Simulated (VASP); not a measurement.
# Si in VASP: a series of runs

Runs on Si. Level: PBE. Tasks: single point.

Program: VASP 6.6.1. These are calculated values, not measurements. Logs are shortened: lines on timing, memory, paths and dates and some standing lists are left out, and cuts for length are marked.

### Step 1. The cell of the first run

The cell holds a wire or tube with vacuum around it, 2 atoms: a = 10.900 Å, b = 9.300 Å, c = 2.259 Å, α = 90.00°, β = 90.00°, γ = 90.00°.

### Step 2. Single point, PBE, collinear spin

File INCAR:

```
PREC = Accurate ; ENCUT = 520
EDIFF = 1E-6 ; ISMEAR = 0
SIGMA = 0.05 ; LREAL = F
LASPH = T ; NELM = 150
ALGO = Normal ; ISIF = 2
LWAVE = F ; LCHARG = F
ISPIN = 2 ; MAGMOM = 0.5 0.5
LORBIT = 11 ; GGA = PE
NBANDS = 15
```

File KPOINTS:

```
Automatic mesh
0
Gamma
  1 1 28
```

File POSCAR:

```
Si
1.0
   10.9000000000      0.0000000000      0.0000000000
    0.0000000000      9.3000000000      0.0000000000
    0.0000000000      0.0000000000      2.2594912493
Si
2
Direct
    0.4119983502      0.5000000000      0.0000000000
    0.5880016498      0.5000000000      0.5000000000
```

Potentials or basis: VASP PAW PBE potentials, release 64 (Si).

Run with:

```
$ cat potpaw_PBE.64/Si/POTCAR > POTCAR
$ mpirun -np 1 vasp_std > vasp.out
```

OUTCAR:

```text
PREC = Accurate
   ENCUT = 520
   EDIFF = 1E-6
   ISMEAR = 0
   LREAL = F
   LASPH = T
   NELM = 150
   ISIF = 2
   ISPIN = 2
   LORBIT = 11
   GGA = PE

 ion  position               nearest neighbor table
   1  0.412  0.500  0.000-   2 2.23   2 2.23
   2  0.588  0.500  0.500-   1 2.23   1 2.23

  LATTYP: Found a simple orthorhombic cell.
 ALAT       =     2.2594912493
 B/A-ratio  =     4.1159707978
 C/A-ratio  =     4.8240948060

  Lattice vectors:

 A1 = (   0.0000000000,   0.0000000000,  -2.2594912493)
 A2 = (   0.0000000000,   9.3000000000,   0.0000000000)
 A3 = (  10.9000000000,   0.0000000000,   0.0000000000)

Analysis of symmetry for initial positions (statically):
=====================================================================
 Subroutine PRICEL returns:
 Original cell was already a primitive cell.

 Routine SETGRP: Setting up the symmetry group for a
 simple orthorhombic supercell.

 Subroutine GETGRP returns: Found  8 space group operations
 (whereof  4 operations were pure point group operations)
 out of a pool of  8 trial point group operations.

The static configuration has the point symmetry C_2v.
 The point group associated with its full space group is D_2h.

Analysis of symmetry for dynamics (positions and initial velocities):
=====================================================================
 Subroutine PRICEL returns:
 Original cell was already a primitive cell.

 Routine SETGRP: Setting up the symmetry group for a
 simple orthorhombic supercell.

 Subroutine GETGRP returns: Found  8 space group operations
 (whereof  4 operations were pure point group operations)
 out of a pool of  8 trial point group operations.

The dynamic configuration has the point symmetry C_2v.
 The point group associated with its full space group is D_2h.

Analysis of structural, dynamic, and magnetic symmetry:
=====================================================================
 Subroutine PRICEL returns:
 Original cell was already a primitive cell.

 Routine SETGRP: Setting up the symmetry group for a
 simple orthorhombic supercell.

 Subroutine GETGRP returns: Found  8 space group operations
 (whereof  4 operations were pure point group operations)
 out of a pool of  8 trial point group operations.

The overall configuration has the point symmetry C_2v.
 The point group associated with its full space group is D_2h.

 Subroutine INISYM returns: Found  8 space group operations
 (whereof  4 operations are pure point group operations),
 and found     1 'primitive' translations

----------------------------------------------------------------------------------------

                                     Primitive cell

  volume of cell :     229.0446

  direct lattice vectors                    reciprocal lattice vectors
    10.900000000  0.000000000  0.000000000     0.091743119  0.000000000  0.000000000
     0.000000000  9.300000000  0.000000000     0.000000000  0.107526882  0.000000000
     0.000000000  0.000000000  2.259491249     0.000000000  0.000000000  0.442577505

  length of vectors
    10.900000000  9.300000000  2.259491249     0.091743119  0.107526882  0.442577505

  position of ions in fractional coordinates (direct lattice)
     0.411998350  0.500000000  0.000000000
     0.588001650  0.500000000  0.500000000

  ion indices of the primitive-cell ions
   primitive index   ion index
                 1           1
                 2           2

----------------------------------------------------------------------------------------

 KPOINTS: Automatic mesh

Automatic generation of k-mesh.
 Grid dimensions read from file:
 generate k-points for:    1    1   28

 Generating k-lattice:

  Cartesian coordinates                     Fractional coordinates (reciprocal lattice)
     0.091743119  0.000000000  0.000000000     1.000000000  0.000000000  0.000000000
     0.000000000  0.107526882  0.000000000     0.000000000  1.000000000  0.000000000
     0.000000000  0.000000000  0.015806339     0.000000000  0.000000000  0.035714286

  Length of vectors
     0.091743119  0.107526882  0.015806339

  Shift w.r.t. Gamma in fractional coordinates (k-lattice)
     0.000000000  0.000000000  0.000000000

 Subroutine IBZKPT returns following result:
 ===========================================

 Found     15 irreducible k-points:

 Following reciprocal coordinates:
            Coordinates               Weight
  0.000000  0.000000  0.000000      1.000000
  0.000000  0.000000  0.035714      2.000000
  0.000000  0.000000  0.071429      2.000000
  0.000000  0.000000  0.107143      2.000000
  0.000000  0.000000  0.142857      2.000000
  0.000000  0.000000  0.178571      2.000000
  0.000000  0.000000  0.214286      2.000000
  0.000000  0.000000  0.250000      2.000000
  0.000000  0.000000  0.285714      2.000000
  0.000000  0.000000  0.321429      2.000000
  0.000000  0.000000  0.357143      2.000000
  0.000000  0.000000  0.392857      2.000000
  0.000000  0.000000  0.428571      2.000000
  0.000000  0.000000  0.464286      2.000000
  0.000000  0.000000  0.500000      1.000000
   k-points           NKPTS =     15   k-points in BZ     NKDIM =     15   number of bands    NBANDS=     15
   number of dos      NEDOS =    301   number of ions     NIONS =      2
   total plane-waves  NPLWV = 105840
   dimension x,y,z NGX =    84 NGY =   70 NGZ =   18
   dimension x,y,z NGXF=   168 NGYF=  140 NGZF=   36
   ions per type =               2
   NGX,Y,Z   is equivalent  to a cutoff of  12.81, 12.51, 13.24 a.u.
   NGXF,Y,Z  is equivalent  to a cutoff of  25.62, 25.03, 26.49 a.u.
 SYSTEM =  unknown system
   PREC   = accura    normal or accurate (medium, high low for compatibility)
   ISTART =      0    job   : 0-new  1-cont  2-samecut
   ICHARG =      2    charge: 1-file 2-atom 10-const
   ISPIN  =      2    spin polarized calculation?
   LNONCOLLINEAR =      F non collinear calculations
   LSORBIT =      F    spin-orbit coupling
   LASPH  =      T    aspherical Exc in radial PAW
   ENCUT  =  520.0 eV  38.22 Ry    6.18 a.u.  20.27 17.29  4.20*2*pi/ulx,y,z
   NELM   =    150;   NELMIN=  2; NELMDL= -5     # of ELM steps
   EDIFF  = 0.1E-05   stopping-criterion for ELM
   LREAL  =      F    real-space projection
   EDIFFG = 0.1E-04   stopping-criterion for IOM
   NSW    =      0    number of steps for IOM
   IBRION =     -1    ionic relax: 0-MD 1-quasi-New 2-CG
   NFREE  =      0    steps in history (QN), initial steepest desc. (CG)
   ISIF   =      2    stress and relaxation
   ISYM   =      2    0-nonsym 1-usesym 2-fastsym
   POTIM  = 0.5000    time-step for ionic-motion
   TEBEG  =    0.0;   TEEND  =   0.0 temperature during run
   PSTRESS=    0.0 pullay stress
   NELECT =       8.0000    total number of electrons
   NUPDOWN=      -1.0000    fix difference up-down
   EMIN   =  10.00;   EMAX   =-10.00  energy-range for DOS
   EFERMI =   0.00;   METHOD = LEGACY
   ISMEAR =     0;   SIGMA  =   0.05  broadening in eV -4-tet -1-fermi 0-gaus
   EFERMI_NEDOS =   21; number of points for ismear=-14 and -15
   IALGO  =     38    algorithm
   IMIX   =      4    mixing-type and parameters
     AMIX     =   0.40;   BMIX     =  1.00
     AMIX_MAG =   1.60;   BMIX_MAG =  1.00
  volume/ion in A,a.u.               =     114.52       772.83
  Fermi-wavevector in a.u.,A,eV,Ry     =   0.535137  1.011262  3.896319  0.286371
  Thomas-Fermi vector in A             =   1.559862
   LORBIT       =     11    0 simple, 1 ext, 2 COOP (PROOUT), +10 PAW based schemes
   GGA     = PE    functional components
   LHFCALC =     F    Hartree Fock is set to
   AEXX    =    0.0000 exact exchange contribution
   IVDW    =     0    specifies the selected vdW correction
   LEPSILON=     F    determine dielectric tensor
   LRPA    =     F    only Hartree local field effects (RPA)
 spin polarized calculation
 Gauss-broadening in eV      SIGMA  =   0.05
  energy-cutoff  :      520.00
  volume of cell :      229.04
 maximum number of plane-waves:      6208
 NGX is ok and might be reduce to    84
   NGX = 41   NGY = 35   NGZ =  9

 number of electron       8.0000001 magnetization       0.1557353

 Free energy of the ion-electron system (eV)
  ---------------------------------------------------
  ext. energy  EPLUGINS =         0.00000000
  ---------------------------------------------------
  free energy    TOTEN  =        -7.78055851 eV

  energy without entropy =       -7.77805749  energy(sigma->0) =       -7.77930800

 E-fermi :  -2.4749     XC(G=0):  -2.7333

 val. band max:       -2.4850956332   @ k =   0.0000   0.0000   0.4643
 cond. band min:      -2.4740723285   @ k =   0.0000   0.0000   0.0357
 fundamental gap:      0.0110233046
 Fermi energy:        -2.4749470139

 spin component 1

 k-point     1 :       0.0000    0.0000    0.0000
  band No.  band energies     occupation
      1     -15.5786      1.00000
      2     -10.4789      1.00000
      3      -6.4728      1.00000
      4      -5.6983      1.00000
      5      -2.6815      1.00000
      6       0.3735      0.00000
      7       0.4153      0.00000
      8       1.4693      0.00000
      9       1.8943      0.00000
     10       2.4511      0.00000
     11       3.1271      0.00000
     12       3.7791      0.00000
     13       3.8471      0.00000
     14       3.9143      0.00000
     15       4.2234      0.00000
[... 235 lines left out ...]
 k-point    15 :       0.0000    0.0000    0.5000
  band No.  band energies     occupation
      1      -8.9947      1.00000
      2      -8.9947      1.00000
      3      -3.3520      1.00000
      4      -3.3520      1.00000
      5       0.2177      0.00000
      6       0.2177      0.00000
      7       0.8660      0.00000
      8       0.8660      0.00000
      9       4.2305      0.00000
     10       4.2305      0.00000
     11       7.0502      0.00000
     12       7.0502      0.00000
     13       8.4324      0.00000
     14       8.4324      0.00000
     15       8.8126      0.00000
 Fermi energy:        -2.4749470139

 spin component 2

 k-point     1 :       0.0000    0.0000    0.0000
  band No.  band energies     occupation
      1     -15.5466      1.00000
      2     -10.3852      1.00000
      3      -6.3807      1.00000
      4      -5.6383      1.00000
      5      -2.5083      0.82729
      6       0.4312      0.00000
      7       0.4574      0.00000
      8       1.5164      0.00000
      9       1.9689      0.00000
     10       2.5442      0.00000
     11       3.2132      0.00000
     12       3.8646      0.00000
     13       3.8923      0.00000
     14       3.9997      0.00000
     15       4.3112      0.00000
[... 235 lines left out ...]
 k-point    15 :       0.0000    0.0000    0.5000
  band No.  band energies     occupation
      1      -8.9660      1.00000
      2      -8.9660      1.00000
      3      -3.2472      1.00000
      4      -3.2472      1.00000
      5       0.3207      0.00000
      6       0.3207      0.00000
      7       0.9229      0.00000
      8       0.9229      0.00000
      9       4.3914      0.00000
     10       4.3914      0.00000
     11       7.1084      0.00000
     12       7.1084      0.00000
     13       8.4935      0.00000
     14       8.4936      0.00000
     15       8.8498      0.00000

------------------------ aborting loop because EDIFF is reached ----------------------------------------

  FORCE on cell =-STRESS in cart. coord.  units (eV):
  Direction    XX          YY          ZZ          XY          YZ          ZX
  --------------------------------------------------------------------------------------
  -------------------------------------------------------------------------------------
  Total        5.6315592      0.0146256      6.9717262      0.0000000      0.0000000      0.0000000
  in kB       39.3930066      0.1023067     48.7675338      0.0000000      0.0000000      0.0000000
  external PRESSURE =      29.4209490 kB  Pullay stress =       0.0000000 kB

 VOLUME and BASIS-vectors are now :
 -----------------------------------------------------------------------------
  energy-cutoff  :      520.00
  volume of cell :      229.04
      direct lattice vectors                 reciprocal lattice vectors
    10.900000000  0.000000000  0.000000000     0.091743119  0.000000000  0.000000000
     0.000000000  9.300000000  0.000000000     0.000000000  0.107526882  0.000000000
     0.000000000  0.000000000  2.259491249     0.000000000  0.000000000  0.442577505

 POSITION                                       TOTAL-FORCE (eV/Angst)
 -----------------------------------------------------------------------------------
      4.49078      4.65000      0.00000        -2.943928      0.000000      0.000000
      6.40922      4.65000      1.12975         2.943928      0.000000      0.000000
 -----------------------------------------------------------------------------------
    total drift:                                0.000000     -0.000000     -0.000000

  FREE ENERGIE OF THE ION-ELECTRON SYSTEM (eV)
  ---------------------------------------------------
  free  energy   TOTEN  =        -7.7805585113 eV

  energy  without entropy=       -7.7780574904  energy(sigma->0) =       -7.77930800

 total charge

# of ion       s       p       d       tot
------------------------------------------
    1        0.846   0.878   0.000   1.724
    2        0.846   0.878   0.000   1.724
--------------------------------------------------
tot          1.692   1.756   0.000   3.448

 magnetization (x)

# of ion       s       p       d       tot
------------------------------------------
    1        0.007   0.020   0.000   0.027
    2        0.007   0.020   0.000   0.027
--------------------------------------------------
tot          0.015   0.039   0.000   0.054
```

It took 2.6 min on 1 thread of Intel Xeon Platinum 8488C (Sapphire Rapids), shared host; peak memory 0.4 GiB.

Results:

```yaml
Free_energy: -7.7806 eV
Largest_force: 2.944 eV/Å
Net_moment: 0.16 μB per cell
Site_moments: Si +0.03 μB
Valence_electrons_inside_the_program's_atomic_spheres: Si 1.72
```

Forces on the atoms (eV/Å):
```
Si  -2.944  0.000  0.000
Si   2.944  0.000  0.000
```

Levels at points of the mesh, in eV from the Fermi level:
Spin up:
```csv
k point,band 1,band 2,band 3,band 4,band 5,band 6,band 7,band 8,band 9
"(0.00, 0.00, 0.00)",-13.10,-8.00,-4.00,-3.22,-0.21,2.85,2.89,3.94,4.37
"(0.00, 0.00, 0.50)",-6.52,-6.52,-0.88,-0.88,2.69,2.69,3.34,3.34,6.71
```
Spin down:
| k point | band 1 | band 2 | band 3 | band 4 | band 5 | band 6 | band 7 | band 8 |
| --- | --- | --- | --- | --- | --- | --- | --- | --- |
| (0.00, 0.00, 0.00) | -13.07 | -7.91 | -3.91 | -3.16 | -0.03 | 2.91 | 2.93 | 3.99 |
| (0.00, 0.00, 0.50) | -6.49 | -6.49 | -0.77 | -0.77 | 2.80 | 2.80 | 3.40 | 3.40 |

Caveat: a moment this small can come from the mesh or the smearing.

(Continued in part 2 of 2.)
